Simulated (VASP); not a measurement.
# Sn (Cmmm) in VASP: single point with PBEsol

Aim: the single point of Sn with PBEsol.

Program: VASP 6.6.1. These are calculated values, not measurements. Logs are shortened: lines on timing, memory, paths and dates and some standing lists are left out, and cuts for length are marked.

## 1. The cell of the first run

Symmetry: Cmmm, No. 65, orthorhombic system. The conventional cell has a = 3.024 Å, b = 6.036 Å, c = 2.988 Å, α = 90.00°, β = 90.00°, γ = 90.00°. Sn (site symmetry mmm) has 8 Sn at 2.99 to 3.38 Å within 3.9 Å.

## 2. Single point, PBEsol (Ge replaced by Sn, lengths x 1.095, strained)

Contents of INCAR:

```
PREC = Accurate
ENCUT = 520
EDIFF = 1E-7
ISMEAR = 0
SIGMA = 0.1
LREAL = F
LASPH = T
NELM = 80
ALGO = Fast
ISIF = 2
LWAVE = F
LCHARG = T
GGA = PS
LELF = T
LVHAR = T
NBANDS = 13
```

Contents of KPOINTS:

```
Automatic mesh
0
Gamma
  16 16 14
```

Contents of POSCAR:

```
Sn
1.0
    1.5121315684     -3.0178778838      0.0000000000
    1.5121315684      3.0178778838      0.0000000000
    0.0000000000      0.0000000000      2.9877131412
Sn
1
Direct
    0.5000000000      0.5000000000      0.0000000000
```

Potentials or basis: VASP PAW PBE potentials, release 64 (Sn_d).

Run with:

```sh
$ cat potpaw_PBE.64/Sn_d/POTCAR > POTCAR
$ mpirun -np 1 vasp_std > vasp.out
```

OUTCAR:

```text
PREC = Accurate
   ENCUT = 520
   EDIFF = 1E-7
   ISMEAR = 0
   LREAL = F
   LASPH = T
   NELM = 80
   ISIF = 2
   GGA = PS

 ion  position               nearest neighbor table
   1  0.500  0.500  0.000-

  LATTYP: Found a base centered orthorhombic cell.
 ALAT       =     3.0242631368
 B/A-ratio  =     1.9957773165
 C/A-ratio  =     0.9879144129

  Lattice vectors:

 A1 = (   1.5121315684,  -3.0178778838,   0.0000000000)
 A2 = (   1.5121315684,   3.0178778838,   0.0000000000)
 A3 = (   0.0000000000,   0.0000000000,   2.9877131412)

Analysis of symmetry for initial positions (statically):
=====================================================================
 Subroutine PRICEL returns:
 Original cell was already a primitive cell.

 Routine SETGRP: Setting up the symmetry group for a
 base centered orthorhombic supercell.

 Subroutine GETGRP returns: Found  8 space group operations
 (whereof  8 operations were pure point group operations)
 out of a pool of  8 trial point group operations.

The static configuration has the point symmetry D_2h.

Analysis of symmetry for dynamics (positions and initial velocities):
=====================================================================
 Subroutine PRICEL returns:
 Original cell was already a primitive cell.

 Routine SETGRP: Setting up the symmetry group for a
 base centered orthorhombic supercell.

 Subroutine GETGRP returns: Found  8 space group operations
 (whereof  8 operations were pure point group operations)
 out of a pool of  8 trial point group operations.

The dynamic configuration has the point symmetry D_2h.

 Subroutine INISYM returns: Found  8 space group operations
 (whereof  8 operations are pure point group operations),
 and found     1 'primitive' translations

----------------------------------------------------------------------------------------

                                     Primitive cell

  volume of cell :      27.2684

  direct lattice vectors                    reciprocal lattice vectors
     1.512131568 -3.017877884  0.000000000     0.330659058 -0.165679335  0.000000000
     1.512131568  3.017877884  0.000000000     0.330659058  0.165679335  0.000000000
     0.000000000  0.000000000  2.987713141     0.000000000  0.000000000  0.334704154

  length of vectors
     3.375519042  3.375519042  2.987713141     0.369844636  0.369844636  0.334704154

  position of ions in fractional coordinates (direct lattice)
     0.500000000  0.500000000  0.000000000

  ion indices of the primitive-cell ions
   primitive index   ion index
                 1           1

----------------------------------------------------------------------------------------

 KPOINTS: Automatic mesh

Automatic generation of k-mesh.
 Grid dimensions read from file:
 generate k-points for:   16   16   14

 Generating k-lattice:

  Cartesian coordinates                     Fractional coordinates (reciprocal lattice)
     0.020666191 -0.010354958  0.000000000     0.062500000 -0.000000000  0.000000000
     0.020666191  0.010354958  0.000000000    -0.000000000  0.062500000  0.000000000
     0.000000000  0.000000000  0.023907440     0.000000000  0.000000000  0.071428571

  Length of vectors
     0.023115290  0.023115290  0.023907440

  Shift w.r.t. Gamma in fractional coordinates (k-lattice)
     0.000000000  0.000000000  0.000000000

 Subroutine IBZKPT returns following result:
 ===========================================

 Found    584 irreducible k-points:

 Following reciprocal coordinates:
            Coordinates               Weight
  0.000000  0.000000  0.000000      1.000000
  0.062500  0.000000  0.000000      4.000000
  0.125000  0.000000  0.000000      4.000000
  0.187500  0.000000  0.000000      4.000000
  0.250000  0.000000  0.000000      4.000000
  0.312500  0.000000  0.000000      4.000000
[... 16 lines left out ...]
 -0.125000  0.062500  0.000000      4.000000
 -0.062500  0.062500  0.000000      2.000000
 [... further k-points ...]
   k-points           NKPTS =    584   k-points in BZ     NKDIM =    584   number of bands    NBANDS=     13
   number of dos      NEDOS =    301   number of ions     NIONS =      1
   total plane-waves  NPLWV =  18816
   dimension x,y,z NGX =    28 NGY =   28 NGZ =   24
   dimension x,y,z NGXF=    56 NGYF=   56 NGZF=   48
   ions per type =               1
   NGX,Y,Z   is equivalent  to a cutoff of  13.79, 13.79, 13.35 a.u.
   NGXF,Y,Z  is equivalent  to a cutoff of  27.58, 27.58, 26.71 a.u.
 SYSTEM =  unknown system
   PREC   = accura    normal or accurate (medium, high low for compatibility)
   ISTART =      0    job   : 0-new  1-cont  2-samecut
   ICHARG =      2    charge: 1-file 2-atom 10-const
   ISPIN  =      1    spin polarized calculation?
   LNONCOLLINEAR =      F non collinear calculations
   LSORBIT =      F    spin-orbit coupling
   LASPH  =      T    aspherical Exc in radial PAW
   ENCUT  =  520.0 eV  38.22 Ry    6.18 a.u.   6.28  6.28  5.56*2*pi/ulx,y,z
   NELM   =     80;   NELMIN=  2; NELMDL= -5     # of ELM steps
   EDIFF  = 0.1E-06   stopping-criterion for ELM
   LREAL  =      F    real-space projection
   EDIFFG = 0.1E-05   stopping-criterion for IOM
   NSW    =      0    number of steps for IOM
   IBRION =     -1    ionic relax: 0-MD 1-quasi-New 2-CG
   NFREE  =      0    steps in history (QN), initial steepest desc. (CG)
   ISIF   =      2    stress and relaxation
   ISYM   =      2    0-nonsym 1-usesym 2-fastsym
   POTIM  = 0.5000    time-step for ionic-motion
   TEBEG  =    0.0;   TEEND  =   0.0 temperature during run
   PSTRESS=    0.0 pullay stress
   NELECT =      14.0000    total number of electrons
   NUPDOWN=      -1.0000    fix difference up-down
   EMIN   =  10.00;   EMAX   =-10.00  energy-range for DOS
   EFERMI =   0.00;   METHOD = LEGACY
   ISMEAR =     0;   SIGMA  =   0.10  broadening in eV -4-tet -1-fermi 0-gaus
   EFERMI_NEDOS =   21; number of points for ismear=-14 and -15
   IALGO  =     68    algorithm
   IMIX   =      4    mixing-type and parameters
     AMIX     =   0.40;   BMIX     =  1.00
     AMIX_MAG =   1.60;   BMIX_MAG =  1.00
  volume/ion in A,a.u.               =      27.27       184.02
  Fermi-wavevector in a.u.,A,eV,Ry     =   1.310884  2.477211 23.380467  1.718416
  Thomas-Fermi vector in A             =   2.441383
   LORBIT       =      0    0 simple, 1 ext, 2 COOP (PROOUT), +10 PAW based schemes
   GGA     = PS    functional components
   LHFCALC =     F    Hartree Fock is set to
   AEXX    =    0.0000 exact exchange contribution
   IVDW    =     0    specifies the selected vdW correction
   LEPSILON=     F    determine dielectric tensor
   LRPA    =     F    only Hartree local field effects (RPA)
 non-spin polarized calculation
 RMM-DIIS sequential band-by-band and
 Gauss-broadening in eV      SIGMA  =   0.10
  energy-cutoff  :      520.00
  volume of cell :       27.27
 maximum number of plane-waves:       756
 NGX is ok and might be reduce to    28
   NGX = 13   NGY = 13   NGZ = 11

 number of electron      14.0000000 magnetization

 Free energy of the ion-electron system (eV)
  ---------------------------------------------------
  ext. energy  EPLUGINS =         0.00000000
  ---------------------------------------------------
  free energy    TOTEN  =        -4.22703688 eV

  energy without entropy =       -4.22476269  energy(sigma->0) =       -4.22589978

 E-fermi :   7.7471     XC(G=0): -10.4229

 val. band max:        7.7448100571   @ k =   0.5000   0.3125   0.3571
 cond. band min:       7.7515688204   @ k =   0.4375   0.1875   0.2143
 fundamental gap:      0.0067587633
 Fermi energy:         7.7471475767

 k-point     1 :       0.0000    0.0000    0.0000
  band No.  band energies     occupation
      1     -13.8457      2.00000
      2     -13.7125      2.00000
      3     -13.5416      2.00000
      4     -13.4260      2.00000
      5     -13.3774      2.00000
      6      -3.3835      2.00000
      7      12.8742      0.00000
      8      13.5550      0.00000
      9      15.8112      0.00000
     10      16.6070      0.00000
     11      17.4756      0.00000
     12      19.5067      0.00000
     13      20.9413      0.00000

 k-point     2 :       0.0625    0.0000    0.0000
  band No.  band energies     occupation
      1     -13.8378      2.00000
      2     -13.7044      2.00000
      3     -13.5449      2.00000
      4     -13.4266      2.00000
      5     -13.3819      2.00000
      6      -3.3004      2.00000
      7      12.6459      0.00000
      8      13.6477      0.00000
      9      14.9400      0.00000
     10      16.8290      0.00000
     11      17.6801      0.00000
     12      18.5637      0.00000
     13      21.6147      0.00000

 k-point     3 :       0.1250    0.0000    0.0000
  band No.  band energies     occupation
      1     -13.8175      2.00000
      2     -13.6800      2.00000
      3     -13.5531      2.00000
      4     -13.4286      2.00000
      5     -13.3946      2.00000
      6      -3.0506      2.00000
      7      12.0617      0.00000
      8      13.2548      0.00000
      9      13.9231      0.00000
     10      16.8972      0.00000
     11      17.5518      0.00000
     12      18.4837      0.00000
     13      23.0047      0.00000
[... 305 lines left out ...]
 k-point    23 :      -0.1250    0.0625    0.0000
  band No.  band energies     occupation
      1     -13.8356      2.00000
      2     -13.7014      2.00000
      3     -13.5366      2.00000
      4     -13.4308      2.00000
      5     -13.3825      2.00000
      6      -3.1712      2.00000
      7      11.2996      0.00000
      8      13.7828      0.00000
      9      14.5602      0.00000
     10      17.2818      0.00000
     11      18.3307      0.00000
     12      19.4148      0.00000
     13      21.2722      0.00000

 k-point    24 :      -0.0625    0.0625    0.0000
  band No.  band energies     occupation
      1     -13.8447      2.00000
      2     -13.7106      2.00000
      3     -13.5376      2.00000
      4     -13.4282      2.00000
      5     -13.3778      2.00000
      6      -3.3189      2.00000
      7      12.0299      0.00000
      8      13.6230      0.00000
      9      15.6329      0.00000
     10      17.0408      0.00000
     11      17.8876      0.00000
     12      19.3709      0.00000
     13      21.3455      0.00000

 [... further k-points ...]
[... 5 lines left out ...]
  --------------------------------------------------------------------------------------
  -------------------------------------------------------------------------------------
  Total        0.4342488     -0.6547379      0.2602424      0.0000000      0.0000000      0.0000000
  in kB       25.5146210    -38.4696240     15.2907386      0.0000000      0.0000000      0.0000000
  external PRESSURE =       0.7785785 kB  Pullay stress =       0.0000000 kB

 VOLUME and BASIS-vectors are now :
 -----------------------------------------------------------------------------
  energy-cutoff  :      520.00
  volume of cell :       27.27
      direct lattice vectors                 reciprocal lattice vectors
     1.512131568 -3.017877884  0.000000000     0.330659058 -0.165679335  0.000000000
     1.512131568  3.017877884  0.000000000     0.330659058  0.165679335  0.000000000
     0.000000000  0.000000000  2.987713141     0.000000000  0.000000000  0.334704154

 POSITION                                       TOTAL-FORCE (eV/Angst)
 -----------------------------------------------------------------------------------
      1.51213      0.00000      0.00000         0.000000     -0.000000      0.000000
 -----------------------------------------------------------------------------------
    total drift:                                0.000000      0.000000     -0.000000

  FREE ENERGIE OF THE ION-ELECTRON SYSTEM (eV)
  ---------------------------------------------------
  free  energy   TOTEN  =        -4.2270368790 eV

  energy  without entropy=       -4.2247626891  energy(sigma->0) =       -4.22589978
```

It took 6.3 min on 1 thread of AMD EPYC 7R13, shared host; peak memory 0.27 GiB.

Results:

```yaml
Free_energy: -4.2270 eV
Pressure: 0.1 GPa
Band_gap_on_the_k_mesh: zero (band 7 reaches 12.87 eV, above the bottom of band 8 at 5.50 eV)
```

Stress tensor (GPa, compression positive):
```
 2.55  0.00  0.00
 0.00 -3.85  0.00
 0.00  0.00  1.53
```

Caveat: the cell differs from its parent crystal (Ge replaced by Sn, lengths x 1.095, strained); the PAW data sets were made with another functional, which shifts forces and pressure a little; spin-orbit coupling is left out, which moves the levels of the heavy elements.
